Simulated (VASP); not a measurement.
K2Pt:

```xyz
3
Lattice="0.0000 3.7815 3.7815 3.7815 0.0000 3.7815 3.7815 3.7815 0.0000" Properties=species:S:1:pos:R:3 pbc="T T T"
K     5.6722    5.6722    5.6722
K     1.8907    1.8907    1.8907
Pt    0.0000    0.0000    0.0000
```

- Program: VASP 6.6.1
- Task: relaxation of volume and atoms at fixed shape
- Functional: LDA
- Potentials or basis: VASP PAW LDA potentials, release 64 (K_sv, Pt)
- Cutoff: 500 eV
- k mesh: 4 × 4 × 4
- Occupations: fermi-dirac, width 0.1 eV
- Spin: no spin polarisation

At the start: pressure -1.8 GPa; volume 36.05 Å³/atom.

**Question.** How do energy, volume and symmetry change on relaxing?

**Answer.** Over 4 steps the energy falls by 23.1 meV/atom and the volume is 32.30 Å³/atom (-10.4 %); space group Fm-3m (No. 225, to 0.1 Å) before and after.

The path:
```tsv
step	energy change (eV)	largest force (eV/Å)	pressure (GPa)	volume (Å³)
1	0.0000	0.0000	-1.79	108.15
2	-0.0538	0.0000	-0.94	101.96
3	-0.0691	0.0000	-0.11	97.47
4	-0.0693	0.0000	0.01	96.91
```

Final structure:
```
K Pt
1.0
     0.00000    3.64572    3.64572
     3.64572    0.00000    3.64572
     3.64572    3.64572    0.00000
K Pt
2 1
Direct
  0.75000 0.75000 0.75000
  0.25000 0.25000 0.25000
  0.00000 0.00000 0.00000
```
